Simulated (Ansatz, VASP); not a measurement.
This is a calculation of InSe for VASP 6.6.1.

The input INCAR:

```
SYSTEM = InSe
PREC     = Accurate       ! precision mode
ENCUT    = 520            ! plane-wave cutoff, eV
EDIFF    = 1E-7           ! SCF threshold, eV
ISMEAR   = -1             ! smearing method
SIGMA    = 0.05           ! smearing width, eV
LREAL    = .FALSE.        ! projectors in reciprocal space
LASPH    = .TRUE.         ! aspherical terms in the spheres
NELM     = 80             ! most SCF steps
ALGO     = Normal         ! electronic algorithm
ISIF     = 2              ! what is computed and relaxed
LWAVE    = .FALSE.        ! write WAVECAR
LCHARG   = .FALSE.        ! write CHGCAR
GGA      = CA             ! functional
NBANDS   = 27             ! bands
```

The input KPOINTS:

```
Automatic mesh
0
G
  7 7 6
  0 0 0
```

File POSCAR:

```
InSe
1.0
    5.9406648870     -2.0949464201      0.0000000000
    5.9406648870      2.0949464201      0.0000000000
   -1.7570304771      0.0000000000      4.8649274559
In Se
2 2
Direct
    0.8882032500      0.8882032500      0.0468413600
    0.1117967500      0.1117967500      0.9531586400
    0.6609275900      0.6609275900      0.6689556200
    0.3390724100      0.3390724100      0.3310443800
```

Potentials or basis: VASP PAW LDA potentials, release 64 (In_d, Se).

Launch:

```bash
$ cat potpaw_LDA.64/In_d/POTCAR potpaw_LDA.64/Se/POTCAR > POTCAR
$ mpirun -np 1 vasp_std > vasp.out
```

Problem. Set up the same calculation for Ansatz 0.2.0. Potentials there: all-electron LAPW, scalar-relativistic.

Solution. As run (the cutoff follows the program's own potentials):

Contents of input.yaml:

```yaml
crystal:
  lattice:
    - [5.940664887, -2.0949464201, 0.0]
    - [5.940664887, 2.0949464201, 0.0]
    - [-1.7570304771, 0.0, 4.8649274559]
  atoms:
    - { symbol: In, position: [0.88820325, 0.88820325, 0.04684136] }
    - { symbol: In, position: [0.11179675, 0.11179675, 0.95315864] }
    - { symbol: Se, position: [0.66092759, 0.66092759, 0.66895562] }
    - { symbol: Se, position: [0.33907241, 0.33907241, 0.33104438] }
kpoints:
  mp_grid: { grid: [7, 7, 6] }
scf:
  occupations: { method: fermi_dirac, width: 0.05 }
hamiltonian:
  xc: lda
  pseudopotentials: { kind: all_electron, lapw: { basis_error: 0.002 } }
output:
  forces: true
  stress: true
  eigenvalues: true
```

Potentials or basis: all-electron LAPW, scalar-relativistic.

Run with:

```console
$ ansatz run input.yaml --threads 2 --pin off --max-ram 6144MiB --backend cpu --events-out ev --progress --plain --runs-dir out
```

Both were run:

|  | VASP | Ansatz | Ansatz less VASP |
| --- | --- | --- | --- |
| gap on the k mesh at the Fermi level (eV) | 0.91 | 0.90 | -0.012 |
| least direct gap on the mesh (eV) | 0.91 | 0.90 | -0.014 |
| pressure (GPa) | -5.0 | -5.0 | -0.06 |
| traceless stress, the component that is largest in VASP (GPa) | -0.84 | -0.86 | -0.022 |
| rms of the force components (eV/Å) | 0.224 | 0.233 | +0.0084 |

LDA's correlation is that of Perdew and Zunger in VASP and of Perdew and Wang (1992) in Ansatz. Atom by atom the forces differ by 0.008 eV/Å (rms over components). Ansatz ran all-electron here, and VASP with PAW potentials.
